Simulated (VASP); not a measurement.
A run of VASP 6.6.1 is set up as follows.

The input INCAR:

```
SYSTEM = Se
  PREC = Accurate
  ENCUT = 520
  EDIFF = 1E-6
  ISMEAR = 0
  SIGMA = 0.01
  LREAL = .False.
  LASPH = .True.
  NELM = 80
  ALGO = Normal
  ISIF = 2
  LWAVE = .False.
  LCHARG = .False.
  GGA = PE
  NBANDS = 34
```

The input KPOINTS:

```
regular mesh
0
Gamma
  4 6 4
  0 0 0
```

File POSCAR:

```
Se
1.0
    9.4448363427      0.0000000000      0.0000000000
    0.0000000000      4.2371126844      0.0000000000
    0.0000000000      0.0000000000      6.7043824910
Se
8
Direct
    0.1599203355      0.2500000000      0.5158326548
    0.3400796645      0.7500000000      0.0158326548
    0.6599203355      0.2500000000      0.9841673452
    0.8400796645      0.7500000000      0.4841673452
    0.9965935925      0.7500000000      0.7254016177
    0.5034064075      0.2500000000      0.2254016177
    0.4965935925      0.7500000000      0.7745983823
    0.0034064075      0.2500000000      0.2745983823
```

Potentials or basis: VASP PAW PBE potentials, release 64 (Se).

The run is started by

```sh
$ cat potpaw_PBE.64/Se/POTCAR > POTCAR
$ mpirun -np 1 vasp_std > vasp.out
```

Problem. Predict the band gap on the k mesh.

Solution. 1.12 eV.

Problem. What does it give for the largest force?

Solution. 0.058 eV/Å.

Forces on the atoms (eV/Å):
```
Se   0.041  0.000  0.041
Se  -0.041  0.000  0.041
Se   0.041  0.000 -0.041
Se  -0.041  0.000 -0.041
Se   0.037  0.000  0.044
Se  -0.037  0.000  0.044
Se   0.037  0.000 -0.044
Se  -0.037  0.000 -0.044
```

A k mesh can miss the band edges.
